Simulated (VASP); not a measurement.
# Al2CoO4 (Fd-3m) in VASP: relaxation of the atoms with LDA

Aim: the relaxation of the atoms of Al2CoO4 with LDA.

Everything below comes from runs of VASP 6.6.1. Logs are shortened: lines on timing, memory, paths and dates and some standing lists are left out, and cuts for length are marked.

## (1) The cell of the first run

The structure is cubic, space group Fd-3m (No. 227). The conventional cell has a = 8.080 Å, b = 8.080 Å, c = 8.080 Å, α = 90.00°, β = 90.00°, γ = 90.00°. Al (site symmetry -3m) has 6 O at 1.91 Å within 2.5 Å. Within 2.6 Å of Co (site symmetry -43m) lie 4 O at 1.95 Å. O (site symmetry 3m) has 3 Al at 1.91 Å and 1 Co at 1.95 Å and 3 O at 2.53 Å within 2.6 Å.

## (2) Relaxation of the atoms, LDA, collinear spin, ferromagnetic start

INCAR reads:

```
ALGO = Normal
EDIFF = 1E-7
EDIFFG = -0.005
ENCUT = 520
GGA_COMPAT = F
IBRION = 2
ISIF = 2
ISMEAR = -1
ISPIN = 2
KPAR = 4
LASPH = T
LCHARG = F
LMAXMIX = 4
LORBIT = 11
LREAL = F
LWAVE = F
MAGMOM = 0 0 0 0 1.8 1.8 0 0 0 0 0 0 0 0
NELM = 200
NELMIN = 4
NSW = 80
PREC = Accurate
SIGMA = 0.1
```

KPOINTS reads:

```
k-points
0
Gamma
  4 4 4
```

POSCAR reads:

```
Al2CoO4
1.0
    0.0000000000      4.0402040000      4.0402040000
    4.0402040000      0.0000000000      4.0402040000
    4.0402040000      4.0402040000      0.0000000000
Al Co O
4 2 8
Direct
    0.6250000000      0.1250000000      0.6250000000
    0.1250000000      0.6250000000      0.6250000000
    0.6250000000      0.6250000000      0.1250000000
    0.6250000000      0.6250000000      0.6250000000
    0.0000000000      0.0000000000      0.0000000000
    0.2500000000      0.2500000000      0.2500000000
    0.3894720000      0.8315840000      0.3894720000
    0.8605280000      0.8605280000      0.8605280000
    0.3894720000      0.3894720000      0.8315840000
    0.8315840000      0.3894720000      0.3894720000
    0.4184160000      0.8605280000      0.8605280000
    0.8605280000      0.8605280000      0.4184160000
    0.3894720000      0.3894720000      0.3894720000
    0.8605280000      0.4184160000      0.8605280000
```

Potentials or basis: VASP PAW LDA potentials, release 64 (Al, Co, O).

On the command line:

```
> cat potpaw_LDA.64/Al/POTCAR potpaw_LDA.64/Co/POTCAR potpaw_LDA.64/O/POTCAR > POTCAR
> mpirun -np 4 vasp_std > vasp.out
```

OUTCAR:

```text
EDIFF = 1E-7
   EDIFFG = -0.005
   ENCUT = 520
   IBRION = 2
   ISIF = 2
   ISMEAR = -1
   ISPIN = 2
   LASPH = T
   LORBIT = 11
   LREAL = F
   NELM = 200
   NELMIN = 4
   NSW = 80
   PREC = Accurate

 ion  position               nearest neighbor table
   1  0.625  0.125  0.625-  10 1.91  11 1.91   9 1.91  12 1.91   8 1.91  13 1.91   4 2.86   3 2.86
                             2 2.86   3 2.86   4 2.86   2 2.86
   2  0.125  0.625  0.625-   7 1.91  14 1.91  12 1.91   9 1.91  13 1.91   8 1.91   4 2.86   3 2.86
                             1 2.86   1 2.86   3 2.86   4 2.86
   3  0.625  0.625  0.125-   7 1.91  10 1.91  11 1.91  14 1.91  13 1.91   8 1.91   4 2.86   1 2.86
                             2 2.86   4 2.86   1 2.86   2 2.86
   4  0.625  0.625  0.625-   9 1.91  12 1.91  10 1.91  11 1.91   7 1.91  14 1.91   1 2.86   2 2.86
                             3 2.86   3 2.86   1 2.86   2 2.86
   5  0.000  0.000  0.000-   8 1.95  11 1.95  12 1.95  14 1.95
   6  0.250  0.250  0.250-  13 1.95   9 1.95  10 1.95   7 1.95
   7  0.389  0.832  0.389-   2 1.91   3 1.91   4 1.91   6 1.95
   8  0.861  0.861  0.861-   3 1.91   2 1.91   1 1.91   5 1.95
   9  0.389  0.389  0.832-   1 1.91   2 1.91   4 1.91   6 1.95
  10  0.832  0.389  0.389-   1 1.91   3 1.91   4 1.91   6 1.95
  11  0.418  0.861  0.861-   1 1.91   3 1.91   4 1.91   5 1.95
  12  0.861  0.861  0.418-   1 1.91   2 1.91   4 1.91   5 1.95
  13  0.389  0.389  0.389-   3 1.91   2 1.91   1 1.91   6 1.95
  14  0.861  0.418  0.861-   2 1.91   3 1.91   4 1.91   5 1.95

  LATTYP: Found a face centered cubic cell.
 ALAT       =     8.0804080000

  Lattice vectors:

 A1 = (   0.0000000000,   4.0402040000,   4.0402040000)
 A2 = (   4.0402040000,   0.0000000000,   4.0402040000)
 A3 = (   4.0402040000,   4.0402040000,   0.0000000000)

Analysis of symmetry for initial positions (statically):
=====================================================================
 Subroutine PRICEL returns:
 Original cell was already a primitive cell.

 Routine SETGRP: Setting up the symmetry group for a
 face centered cubic supercell.

 Subroutine GETGRP returns: Found 48 space group operations
 (whereof 24 operations were pure point group operations)
 out of a pool of 48 trial point group operations.

The static configuration has the point symmetry T_d .
 The point group associated with its full space group is O_h .

Analysis of symmetry for dynamics (positions and initial velocities):
=====================================================================
 Subroutine PRICEL returns:
 Original cell was already a primitive cell.

 Routine SETGRP: Setting up the symmetry group for a
 face centered cubic supercell.

 Subroutine GETGRP returns: Found 48 space group operations
 (whereof 24 operations were pure point group operations)
 out of a pool of 48 trial point group operations.

The dynamic configuration has the point symmetry T_d .
 The point group associated with its full space group is O_h .

Analysis of structural, dynamic, and magnetic symmetry:
=====================================================================
 Subroutine PRICEL returns:
 Original cell was already a primitive cell.

 Routine SETGRP: Setting up the symmetry group for a
 face centered cubic supercell.

 Subroutine GETGRP returns: Found 48 space group operations
 (whereof 24 operations were pure point group operations)
 out of a pool of 48 trial point group operations.

The overall configuration has the point symmetry T_d .
 The point group associated with its full space group is O_h .

 Subroutine INISYM returns: Found 48 space group operations
 (whereof 24 operations are pure point group operations),
 and found     1 'primitive' translations

----------------------------------------------------------------------------------------

                                     Primitive cell

  volume of cell :     131.8985

  direct lattice vectors                    reciprocal lattice vectors
     0.000000000  4.040204000  4.040204000    -0.123756127  0.123756127  0.123756127
     4.040204000  0.000000000  4.040204000     0.123756127 -0.123756127  0.123756127
     4.040204000  4.040204000  0.000000000     0.123756127  0.123756127 -0.123756127

  length of vectors
     5.713711292  5.713711292  5.713711292     0.214351900  0.214351900  0.214351900

  position of ions in fractional coordinates (direct lattice)
     0.625000000  0.125000000  0.625000000
     0.125000000  0.625000000  0.625000000
     0.625000000  0.625000000  0.125000000
     0.625000000  0.625000000  0.625000000
     0.000000000  0.000000000  0.000000000
     0.250000000  0.250000000  0.250000000
     0.389472000  0.831584000  0.389472000
     0.860528000  0.860528000  0.860528000
     0.389472000  0.389472000  0.831584000
     0.831584000  0.389472000  0.389472000
     0.418416000  0.860528000  0.860528000
     0.860528000  0.860528000  0.418416000
     0.389472000  0.389472000  0.389472000
     0.860528000  0.418416000  0.860528000

  ion indices of the primitive-cell ions
   primitive index   ion index
                 1           1
                 2           2
                 3           3
                 4           4
                 5           5
                 6           6
                 7           7
                 8           8
                 9           9
                10          10
                11          11
                12          12
                13          13
                14          14

----------------------------------------------------------------------------------------

 KPOINTS: k-points

Automatic generation of k-mesh.
 Grid dimensions read from file:
 generate k-points for:    4    4    4

 Generating k-lattice:

  Cartesian coordinates                     Fractional coordinates (reciprocal lattice)
    -0.030939032  0.030939032  0.030939032     0.250000000  0.000000000  0.000000000
     0.030939032 -0.030939032  0.030939032     0.000000000  0.250000000  0.000000000
     0.030939032  0.030939032 -0.030939032     0.000000000  0.000000000  0.250000000

  Length of vectors
     0.053587975  0.053587975  0.053587975

  Shift w.r.t. Gamma in fractional coordinates (k-lattice)
     0.000000000  0.000000000  0.000000000

 Subroutine IBZKPT returns following result:
 ===========================================

 Found      8 irreducible k-points:

 Following reciprocal coordinates:
            Coordinates               Weight
  0.000000  0.000000  0.000000      1.000000
  0.250000  0.000000  0.000000      8.000000
  0.500000  0.000000  0.000000      4.000000
  0.250000  0.250000  0.000000      6.000000
  0.500000  0.250000  0.000000     24.000000
 -0.250000  0.250000  0.000000     12.000000
  0.500000  0.500000  0.000000      3.000000
 -0.250000  0.500000  0.250000      6.000000
   k-points           NKPTS =      8   k-points in BZ     NKDIM =      8   number of bands    NBANDS=     49
   number of dos      NEDOS =    301   number of ions     NIONS =     14
   total plane-waves  NPLWV =  74088
   dimension x,y,z NGX =    42 NGY =   42 NGZ =   42
   dimension x,y,z NGXF=    84 NGYF=   84 NGZF=   84
   ions per type =               4   2   8
   NGX,Y,Z   is equivalent  to a cutoff of  12.22, 12.22, 12.22 a.u.
   NGXF,Y,Z  is equivalent  to a cutoff of  24.44, 24.44, 24.44 a.u.
 SYSTEM =  unknown system
   PREC   = accura    normal or accurate (medium, high low for compatibility)
   ISTART =      0    job   : 0-new  1-cont  2-samecut
   ICHARG =      2    charge: 1-file 2-atom 10-const
   ISPIN  =      2    spin polarized calculation?
   LNONCOLLINEAR =      F non collinear calculations
   LSORBIT =      F    spin-orbit coupling
   LASPH  =      T    aspherical Exc in radial PAW
   ENCUT  =  520.0 eV  38.22 Ry    6.18 a.u.  10.62 10.62 10.62*2*pi/ulx,y,z
   NELM   =    200;   NELMIN=  4; NELMDL= -5     # of ELM steps
   EDIFF  = 0.1E-06   stopping-criterion for ELM
   LREAL  =      F    real-space projection
   EDIFFG = -.5E-02   stopping-criterion for IOM
   NSW    =     80    number of steps for IOM
   IBRION =      2    ionic relax: 0-MD 1-quasi-New 2-CG
   NFREE  =      1    steps in history (QN), initial steepest desc. (CG)
   ISIF   =      2    stress and relaxation
   ISYM   =      2    0-nonsym 1-usesym 2-fastsym
   POTIM  = 0.5000    time-step for ionic-motion
   TEBEG  =    0.0;   TEEND  =   0.0 temperature during run
   PSTRESS=    0.0 pullay stress
   NELECT =      78.0000    total number of electrons
   NUPDOWN=      -1.0000    fix difference up-down
   EMIN   =  10.00;   EMAX   =-10.00  energy-range for DOS
   EFERMI =   0.00;   METHOD = LEGACY
   ISMEAR =    -1;   SIGMA  =   0.10  broadening in eV -4-tet -1-fermi 0-gaus
   EFERMI_NEDOS =   21; number of points for ismear=-14 and -15
   IALGO  =     38    algorithm
   IMIX   =      4    mixing-type and parameters
     AMIX     =   0.40;   BMIX     =  1.00
     AMIX_MAG =   1.60;   BMIX_MAG =  1.00
  volume/ion in A,a.u.               =       9.42        63.58
  Fermi-wavevector in a.u.,A,eV,Ry     =   1.374126  2.596721 25.690806  1.888221
  Thomas-Fermi vector in A             =   2.499580
   LORBIT       =     11    0 simple, 1 ext, 2 COOP (PROOUT), +10 PAW based schemes
   GGA     = CA    functional components
   LHFCALC =     F    Hartree Fock is set to
   AEXX    =    0.0000 exact exchange contribution
   IVDW    =     0    specifies the selected vdW correction
   LEPSILON=     F    determine dielectric tensor
   LRPA    =     F    only Hartree local field effects (RPA)
 conjugate gradient relaxation of ions
 spin polarized calculation
  energy-cutoff  :      520.00
  volume of cell :      131.90
 maximum number of plane-waves:      3584
   NGX = 21   NGY = 21   NGZ = 21

--------------------------------------- Ionic step        1  -------------------------------------------

 number of electron      77.9999988 magnetization       5.9999919

 Free energy of the ion-electron system (eV)
  ---------------------------------------------------
  ext. energy  EPLUGINS =         0.00000000
  ---------------------------------------------------
  free energy    TOTEN  =      -112.56185699 eV

  energy without entropy =     -112.44045743  energy(sigma->0) =     -112.50115721

------------------------ aborting loop because EDIFF is reached ----------------------------------------

  FORCE on cell =-STRESS in cart. coord.  units (eV):
  Direction    XX          YY          ZZ          XY          YZ          ZX
  --------------------------------------------------------------------------------------
  -------------------------------------------------------------------------------------
  Total       -4.3375993     -4.3375993     -4.3375993      0.0000000     -0.0000000     -0.0000000
  in kB      -52.6890218    -52.6890218    -52.6890218      0.0000000     -0.0000000     -0.0000000
  external PRESSURE =     -52.6890218 kB  Pullay stress =       0.0000000 kB
[... 81 lines left out ...]
  energy  without entropy=     -112.4492615399  energy(sigma->0) =     -112.50844411

--------------------------------------- Ionic step        3  -------------------------------------------

 number of electron      77.9999985 magnetization       5.9999781

 Free energy of the ion-electron system (eV)
  ---------------------------------------------------
  ext. energy  EPLUGINS =         0.00000000
  ---------------------------------------------------
  free energy    TOTEN  =      -112.57044107 eV

  energy without entropy =     -112.45100886  energy(sigma->0) =     -112.51072497

 E-fermi :   7.6297     XC(G=0): -11.9449

 val. band max:        7.4651694980   @ k =   0.5000   0.5000   0.0000
 cond. band min:       7.7825358239   @ k =   0.5000   0.0000   0.0000
 fundamental gap:      0.3173663259
 Fermi energy:         7.6297070577

 spin component 1

 k-point     1 :       0.0000    0.0000    0.0000
  band No.  band energies     occupation
      1     -13.8116      1.00000
      2     -12.2681      1.00000
      3     -11.6701      1.00000
      4     -11.6701      1.00000
      5     -11.6701      1.00000
      6     -11.2947      1.00000
[... 405 lines left out ...]
     48      15.4804      0.00000
     49      16.3901      0.00000
 Fermi energy:         7.6297070577

 spin component 2

 k-point     1 :       0.0000    0.0000    0.0000
  band No.  band energies     occupation
      1     -13.6844      1.00000
      2     -12.1284      1.00000
      3     -11.5245      1.00000
      4     -11.5245      1.00000
      5     -11.5245      1.00000
      6     -11.1457      1.00000
[... 446 lines left out ...]
  FREE ENERGIE OF THE ION-ELECTRON SYSTEM (eV)
  ---------------------------------------------------
  free  energy   TOTEN  =      -112.5704410693 eV

  energy  without entropy=     -112.4510088649  energy(sigma->0) =     -112.51072497

 reached required accuracy - stopping structural energy minimisation

 total charge

# of ion       s       p       d       tot
------------------------------------------
    1        0.320   0.411   0.000   0.731
    2        0.320   0.411   0.000   0.731
    3        0.320   0.411   0.000   0.731
    4        0.320   0.411   0.000   0.731
    5        0.357   0.456   7.196   8.009
    6        0.357   0.456   7.196   8.009
    7        1.536   3.571   0.000   5.107
    8        1.536   3.571   0.000   5.107
    9        1.536   3.571   0.000   5.107
   10        1.536   3.571   0.000   5.107
   11        1.536   3.571   0.000   5.107
   12        1.536   3.571   0.000   5.107
   13        1.536   3.571   0.000   5.107
   14        1.536   3.571   0.000   5.107
--------------------------------------------------
tot         14.286  31.125  14.392  59.803

 magnetization (x)

# of ion       s       p       d       tot
------------------------------------------
    1        0.001   0.003   0.000   0.004
    2        0.001   0.003   0.000   0.004
    3        0.001   0.003   0.000   0.004
    4        0.001   0.003   0.000   0.004
    5        0.009   0.061   2.421   2.492
    6        0.009   0.061   2.421   2.492
    7        0.005   0.074   0.000   0.078
    8        0.005   0.074   0.000   0.078
    9        0.005   0.074   0.000   0.078
   10        0.005   0.074   0.000   0.078
   11        0.005   0.074   0.000   0.078
   12        0.005   0.074   0.000   0.078
   13        0.005   0.074   0.000   0.078
   14        0.005   0.074   0.000   0.078
--------------------------------------------------
tot          0.061   0.724   4.842   5.627
```

Wall time 50 s (4 MPI ranks of Intel Xeon 6975P-C (Granite Rapids), shared host); peak memory 0.28 GiB.

Results:

```
Free energy                                           : -112.5704 eV
Energy gained by relaxing                             : 0.6 meV/atom
Ionic steps                                           : 3
Pressure after relaxing                               : -5.6 GPa
Band gap on the k mesh                                : 0.32 eV (least direct gap 0.45 eV)
Net moment                                            : 6.00 μB per cell
Site moments                                          : Al +0.00; Co +2.49; O +0.08 μB
Valence electrons inside the program's atomic spheres : Al 0.73; Co 8.01; O 5.11
```

Step by step:
```
step  energy change (eV)  largest force (eV/Å)  pressure (GPa)
   1              0.0000                0.2646           -5.27
   2             -0.0058                0.1513           -5.77
   3             -0.0086                0.0001           -5.59
```

Final structure:
```
Al Co O
1.0
     0.00000    4.04020    4.04020
     4.04020    0.00000    4.04020
     4.04020    4.04020    0.00000
Al Co O
4 2 8
Cartesian
  3.0302 5.0503 3.0302
  5.0503 3.0302 3.0302
  3.0302 3.0302 5.0503
  5.0503 5.0503 5.0503
  0.0000 0.0000 0.0000
  2.0201 2.0201 2.0201
  4.9380 3.1424 4.9380
  6.9581 6.9581 6.9581
  4.9380 4.9380 3.1424
  3.1424 4.9380 4.9380
  6.9581 5.1625 5.1625
  5.1625 5.1625 6.9581
  3.1424 3.1424 3.1424
  5.1625 6.9581 5.1625
```

Levels at points of the mesh, in eV from the valence-band top:
Spin up:
```csv
k point,band 38,band 39,band 40,band 41,band 42,band 43,band 44,band 45,band 46,band 47
"(0.00, 0.00, 0.00)",-1.38,-1.38,-0.87,-0.87,-0.87,2.15,6.01,6.01,6.01,6.07
"(0.50, 0.00, 0.00)",-1.61,-1.33,-1.33,-1.08,-1.08,4.40,4.69,6.44,7.06,7.06
"(0.50, 0.50, 0.00)",-1.51,-1.46,-1.46,-1.21,-1.21,5.18,5.18,7.00,7.00,7.48
```
Spin down:
| k point | band 34 | band 35 | band 36 | band 37 | band 38 | band 39 |
| --- | --- | --- | --- | --- | --- | --- |
| (0.00, 0.00, 0.00) | -0.33 | -0.26 | -0.26 | 0.53 | 0.53 | 0.53 |
| (0.50, 0.00, 0.00) | -0.22 | -0.13 | -0.13 | 0.32 | 0.52 | 0.64 |
| (0.50, 0.50, 0.00) | -0.28 | 0.00 | 0.00 | 0.47 | 0.47 | 0.55 |

A k mesh can miss the band edges.
